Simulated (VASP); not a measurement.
# Rh (P6_3/mmc) in VASP: notebook, part 2 of 2

VASP 6.6.1. Earlier steps stand in the parts before.

## (4) Single point, PBEsol

This run uses another cell than the first one, of 13.52 Å³/atom.

File INCAR:

```
SYSTEM = Rh
ALGO = Fast
EDIFF = 1E-7
ENCUT = 520
GGA = PS
ISIF = 2
ISMEAR = 0
LASPH = .True.
LCHARG = .False.
LREAL = .False.
LWAVE = .False.
NBANDS = 38
NELM = 80
PREC = Accurate
SIGMA = 0.1
```

File KPOINTS:

```
k-points
0
Gamma
  24 24 6
  0 0 0
```

File POSCAR:

```
Rh
1.0
    2.6754312338      0.0000000000      0.0000000000
   -1.3377156169      2.3169914146      0.0000000000
    0.0000000000      0.0000000000      8.7271387757
Rh
4
Direct
    0.0000000000      0.0000000000      0.0000000000
    0.3333333333      0.6666666667      0.2500000000
    0.0000000000      0.0000000000      0.5000000000
    0.6666666667      0.3333333333      0.7500000000
```

Potentials or basis: VASP PAW PBE potentials, release 64 (Rh_pv).

The run is started by

```sh
$ cat potpaw_PBE.64/Rh_pv/POTCAR > POTCAR
$ mpirun -np 1 vasp_std > vasp.out
```

OUTCAR:

```text
SYSTEM = Rh
   EDIFF = 1E-7
   ENCUT = 520
   GGA = PS
   ISIF = 2
   ISMEAR = 0
   LASPH = .True.
   LREAL = .False.
   NELM = 80
   PREC = Accurate

 ion  position               nearest neighbor table
   1  0.000  0.000  0.000-   2 2.67   4 2.67   4 2.67   2 2.67   4 2.67   2 2.67
   2  0.333  0.667  0.250-   1 2.67   3 2.67   1 2.67   3 2.67   1 2.67   3 2.67
   3  0.000  0.000  0.500-   2 2.67   4 2.67   4 2.67   2 2.67   4 2.67   2 2.67
   4  0.667  0.333  0.750-   1 2.67   3 2.67   1 2.67   3 2.67   1 2.67   3 2.67

  LATTYP: Found a hexagonal cell.
 ALAT       =     2.6754312338
 C/A-ratio  =     3.2619559290

  Lattice vectors:

 A1 = (   2.6754312338,   0.0000000000,   0.0000000000)
 A2 = (  -1.3377156169,   2.3169914146,   0.0000000000)
 A3 = (   0.0000000000,   0.0000000000,   8.7271387757)

Analysis of symmetry for initial positions (statically):
=====================================================================
 Subroutine PRICEL returns:
 Original cell was already a primitive cell.

 Routine SETGRP: Setting up the symmetry group for a
 hexagonal supercell.

 Subroutine GETGRP returns: Found 24 space group operations
 (whereof 12 operations were pure point group operations)
 out of a pool of 24 trial point group operations.

The static configuration has the point symmetry D_3d.
 The point group associated with its full space group is D_6h.

Analysis of symmetry for dynamics (positions and initial velocities):
=====================================================================
 Subroutine PRICEL returns:
 Original cell was already a primitive cell.

 Routine SETGRP: Setting up the symmetry group for a
 hexagonal supercell.

 Subroutine GETGRP returns: Found 24 space group operations
 (whereof 12 operations were pure point group operations)
 out of a pool of 24 trial point group operations.

The dynamic configuration has the point symmetry D_3d.
 The point group associated with its full space group is D_6h.

 Subroutine INISYM returns: Found 24 space group operations
 (whereof 12 operations are pure point group operations),
 and found     1 'primitive' translations

----------------------------------------------------------------------------------------

                                     Primitive cell

  volume of cell :      54.0991

  direct lattice vectors                    reciprocal lattice vectors
     2.675431234  0.000000000  0.000000000     0.373771520  0.215797088  0.000000000
    -1.337715617  2.316991415  0.000000000     0.000000000  0.431594176  0.000000000
     0.000000000  0.000000000  8.727138776     0.000000000  0.000000000  0.114585092

  length of vectors
     2.675431234  2.675431234  8.727138776     0.431594176  0.431594176  0.114585092

  position of ions in fractional coordinates (direct lattice)
     0.000000000  0.000000000  0.000000000
     0.333333333  0.666666667  0.250000000
     0.000000000  0.000000000  0.500000000
     0.666666667  0.333333333  0.750000000

  ion indices of the primitive-cell ions
   primitive index   ion index
                 1           1
                 2           2
                 3           3
                 4           4

----------------------------------------------------------------------------------------

[... 26 lines left out ...]
  0.000000  0.000000  0.000000      1.000000
  0.041667  0.000000  0.000000      6.000000
  0.083333  0.000000  0.000000      6.000000
  0.125000  0.000000  0.000000      6.000000
  0.166667  0.000000  0.000000      6.000000
  0.208333  0.000000  0.000000      6.000000
[... 16 lines left out ...]
  0.416667  0.041667  0.000000     12.000000
  0.458333  0.041667  0.000000     12.000000
 [... further k-points ...]
   k-points           NKPTS =    244   k-points in BZ     NKDIM =    244   number of bands    NBANDS=     38
   number of dos      NEDOS =    301   number of ions     NIONS =      4
   total plane-waves  NPLWV =  28000
   dimension x,y,z NGX =    20 NGY =   20 NGZ =   70
   dimension x,y,z NGXF=    40 NGYF=   40 NGZF=  140
   ions per type =               4
   NGX,Y,Z   is equivalent  to a cutoff of  12.43, 12.43, 13.33 a.u.
   NGXF,Y,Z  is equivalent  to a cutoff of  24.86, 24.86, 26.67 a.u.
 SYSTEM =  Rh
   PREC   = accura    normal or accurate (medium, high low for compatibility)
   ISTART =      0    job   : 0-new  1-cont  2-samecut
   ICHARG =      2    charge: 1-file 2-atom 10-const
   ISPIN  =      1    spin polarized calculation?
   LNONCOLLINEAR =      F non collinear calculations
   LSORBIT =      F    spin-orbit coupling
   LASPH  =      T    aspherical Exc in radial PAW
   ENCUT  =  520.0 eV  38.22 Ry    6.18 a.u.   4.97  4.97 16.23*2*pi/ulx,y,z
   NELM   =     80;   NELMIN=  2; NELMDL= -5     # of ELM steps
   EDIFF  = 0.1E-06   stopping-criterion for ELM
   LREAL  =      F    real-space projection
   EDIFFG = 0.1E-05   stopping-criterion for IOM
   NSW    =      0    number of steps for IOM
   IBRION =     -1    ionic relax: 0-MD 1-quasi-New 2-CG
   NFREE  =      0    steps in history (QN), initial steepest desc. (CG)
   ISIF   =      2    stress and relaxation
   ISYM   =      2    0-nonsym 1-usesym 2-fastsym
   POTIM  = 0.5000    time-step for ionic-motion
   TEBEG  =    0.0;   TEEND  =   0.0 temperature during run
   PSTRESS=    0.0 pullay stress
   NELECT =      60.0000    total number of electrons
   NUPDOWN=      -1.0000    fix difference up-down
   EMIN   =  10.00;   EMAX   =-10.00  energy-range for DOS
   EFERMI =   0.00;   METHOD = LEGACY
   ISMEAR =     0;   SIGMA  =   0.10  broadening in eV -4-tet -1-fermi 0-gaus
   EFERMI_NEDOS =   21; number of points for ismear=-14 and -15
   IALGO  =     68    algorithm
   IMIX   =      4    mixing-type and parameters
     AMIX     =   0.40;   BMIX     =  1.00
     AMIX_MAG =   1.60;   BMIX_MAG =  1.00
  volume/ion in A,a.u.               =      13.52        91.27
  Fermi-wavevector in a.u.,A,eV,Ry     =   1.694579  3.202290 39.070474  2.871599
  Thomas-Fermi vector in A             =   2.775779
   LORBIT       =      0    0 simple, 1 ext, 2 COOP (PROOUT), +10 PAW based schemes
   GGA     = PS    functional components
   LHFCALC =     F    Hartree Fock is set to
   AEXX    =    0.0000 exact exchange contribution
   IVDW    =     0    specifies the selected vdW correction
   LEPSILON=     F    determine dielectric tensor
   LRPA    =     F    only Hartree local field effects (RPA)
 non-spin polarized calculation
 RMM-DIIS sequential band-by-band and
 Gauss-broadening in eV      SIGMA  =   0.10
  energy-cutoff  :      520.00
  volume of cell :       54.10
 maximum number of plane-waves:      1495
 NGX is ok and might be reduce to    20
   NGX =  9   NGY =  9   NGZ = 33

 number of electron      59.9999997 magnetization

 Free energy of the ion-electron system (eV)
  ---------------------------------------------------
  ext. energy  EPLUGINS =         0.00000000
  ---------------------------------------------------
  free energy    TOTEN  =       -32.48671040 eV

  energy without entropy =      -32.46026878  energy(sigma->0) =      -32.47348959

 E-fermi :  12.0902     XC(G=0): -14.3237

 val. band max:       12.0887770419   @ k =   0.3333   0.2083   0.5000
 cond. band min:      12.0924253891   @ k =   0.3750   0.1250   0.3333
 fundamental gap:      0.0036483472
 Fermi energy:        12.0902076690

 k-point     1 :       0.0000    0.0000    0.0000
  band No.  band energies     occupation
      1     -35.0795      2.00000
      2     -34.6996      2.00000
      3     -34.6926      2.00000
      4     -34.4056      2.00000
      5     -34.4056      2.00000
      6     -34.3618      2.00000
[... 973 lines left out ...]
     37      21.3139      0.00000
     38      21.3693      0.00000

 [... further k-points ...]

------------------------ aborting loop because EDIFF is reached ----------------------------------------

  FORCE on cell =-STRESS in cart. coord.  units (eV):
  Direction    XX          YY          ZZ          XY          YZ          ZX
  --------------------------------------------------------------------------------------
  -------------------------------------------------------------------------------------
  Total       -0.0250837     -0.0250837     -0.0228535     -0.0000000     -0.0000000      0.0000000
  in kB       -0.7428684     -0.7428684     -0.6768186     -0.0000000     -0.0000000      0.0000000
  external PRESSURE =      -0.7208518 kB  Pullay stress =       0.0000000 kB

 VOLUME and BASIS-vectors are now :
 -----------------------------------------------------------------------------
  energy-cutoff  :      520.00
  volume of cell :       54.10
      direct lattice vectors                 reciprocal lattice vectors
     2.675431234  0.000000000  0.000000000     0.373771520  0.215797088  0.000000000
    -1.337715617  2.316991415  0.000000000     0.000000000  0.431594176  0.000000000
     0.000000000  0.000000000  8.727138776     0.000000000  0.000000000  0.114585092

 POSITION                                       TOTAL-FORCE (eV/Angst)
 -----------------------------------------------------------------------------------
      0.00000      0.00000      0.00000         0.000000     -0.000000      0.000000
     -0.00000      1.54466      2.18178        -0.000000      0.000000     -0.000000
      0.00000      0.00000      4.36357         0.000000     -0.000000      0.000000
      1.33772      0.77233      6.54535         0.000000     -0.000000      0.000000
 -----------------------------------------------------------------------------------
    total drift:                                0.000000     -0.000000      0.000000

  FREE ENERGIE OF THE ION-ELECTRON SYSTEM (eV)
  ---------------------------------------------------
  free  energy   TOTEN  =       -32.4867104044 eV

  energy  without entropy=      -32.4602687800  energy(sigma->0) =      -32.47348959
```

OSZICAR:

```text
N       E                     dE             d eps       ncg     rms          rms(c)
DAV:   1     0.773000355906E+03    0.77300E+03   -0.36617E+04 18912   0.183E+03
DAV:   2    -0.921505546505E+01   -0.78222E+03   -0.76029E+03 19372   0.576E+02
DAV:   3    -0.347311671077E+02   -0.25516E+02   -0.24820E+02 20458   0.113E+02
[... 11 lines left out ...]
RMM:  15    -0.324867107292E+02    0.11426E-06   -0.33193E-06 21590   0.153E-02    0.170E-03
RMM:  16    -0.324867107008E+02    0.28460E-07   -0.10206E-06 18852   0.851E-03    0.443E-04
RMM:  17    -0.324867105632E+02    0.13759E-06   -0.23327E-07 12401   0.422E-03    0.665E-04
RMM:  18    -0.324867104291E+02    0.13404E-06   -0.58602E-08 10202   0.196E-03    0.710E-04
RMM:  19    -0.324867104044E+02    0.24709E-07   -0.16572E-08  9415   0.925E-04
   1 F= -.32486710E+02 E0= -.32473490E+02  d E =-.264416E-01
```

stdout:

```text
POSCAR found type information on POSCAR Rh
 POSCAR found :  1 types and       4 ions
 scaLAPACK will be used
 -----------------------------------------------------------------------------
|                                                                             |
|                                                                             |
|     You enforced a specific xc type in the INCAR file but a different       |
|     I HOPE YOU KNOW WHAT YOU ARE DOING!                                     |
|                                                                             |
 -----------------------------------------------------------------------------

 LDA part: xc-table for (Slater+PW92), standard interpolation
 POSCAR, INCAR and KPOINTS ok, starting setup
 FFT: planning ... GRIDC
 FFT: planning ... GRID_SOFT
 FFT: planning ... GRID
 WAVECAR not read
 entering main loop
```

Run time: 12 min. Hardware: 1 thread of AMD EPYC 7R43 (Zen 3), shared host; peak memory 0.38 GiB.

Results:

- Free energy: -32.4867 eV
- Pressure: -0.1 GPa
- Band gap on the k mesh: zero (bands 30 and 31 overlap by 2.07 eV)

Caveat: the PAW data sets were made with another functional, which shifts forces and pressure a little.

## (5) The runs side by side

| cell | k mesh | further INCAR settings | gap on the mesh (eV) | pressure (GPa) |
| --- | --- | --- | --- | --- |
| a = 2.653, b = 2.653, c = 8.654 Å, angles 90.0, 90.0, 120.0°, 4 atoms | 18 × 18 × 6 | ALGO = Fast; EDIFF = 1e-06; NBANDS = 38 | none | 8.0 |
| a = 2.667, b = 2.667, c = 8.698 Å, angles 90.0, 90.0, 120.0°, 4 atoms | 18 × 18 × 6 | ALGO = Fast; EDIFF = 1e-07; NBANDS = 38 | none | 2.9 |
| a = 2.675, b = 2.675, c = 8.727 Å, angles 90.0, 90.0, 120.0°, 4 atoms | 24 × 24 × 6 | ALGO = Fast; EDIFF = 1e-07; NBANDS = 38 | none | -0.1 |

Alike in all rows: task single point; level PBEsol; potentials or basis VASP PAW PBE potentials, release 64 (Rh_pv); no spin polarisation; cutoff (eV) 520; smearing gaussian 0.1 eV.

Caveats: the PAW data sets were made with another functional, which shifts forces and pressure a little; the cell stands under pressure (at least some runs).

Absolute energies hang on the potentials; compare differences alone.
